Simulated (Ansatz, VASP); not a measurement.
**Two plane-wave programs on HRh6**

```xyz
14
Lattice="5.4163 0.0000 0.0000 0.0000 5.4163 0.0000 0.0000 0.0000 21.6737" Properties=species:S:1:pos:R:3 pbc="T T T"
Rh    1.3541    1.3541    4.0000
Rh    1.3541    4.0623    4.0000
Rh    4.0623    1.3541    4.0000
Rh    4.0623    4.0623    4.0000
Rh    0.0000    0.0000    5.8384
Rh    0.0000    2.7082    5.8384
Rh    2.7082    0.0000    5.8384
Rh    2.7082    2.7082    5.8384
Rh    1.3541    1.3541    7.6737
Rh    1.3541    4.0623    7.6737
Rh    4.0623    1.3541    7.6737
Rh    4.0623    4.0623    7.6737
H     1.5907    2.7082    9.4037
H     3.8257    2.7082    9.4037
```

Alike in both runs: task single point; functional PBE; k mesh 5 × 5 × 1; occupations gaussian, width 0.1 eV; no spin polarisation.

|  | VASP | Ansatz |
| --- | --- | --- |
| version | VASP 6.6.1 | Ansatz 0.2.0 |
| potentials or method | VASP PAW PBE potentials, release 64 (Rh_pv, H), cutoff 520 eV | scalar-relativistic, plane waves, PAW |
| valence electrons in the cell | 182 | 206 |

```tsv
	VASP	Ansatz	Ansatz less VASP
gap on the k mesh at the Fermi level (eV)	none	none	-
rms of the force components (eV/Å)	0.580	0.580	-0.0003
```

Atom by atom the forces differ by 0.002 eV/Å (rms over components). A gap of «none» marks a metal or a gap that the smearing closes. The functional is the same, so the differences come from potentials, cutoffs and numerics. VASP's potentials hold 182 valence electrons a cell and Ansatz's 206, so a difference there can come from the potentials and not from the codes.
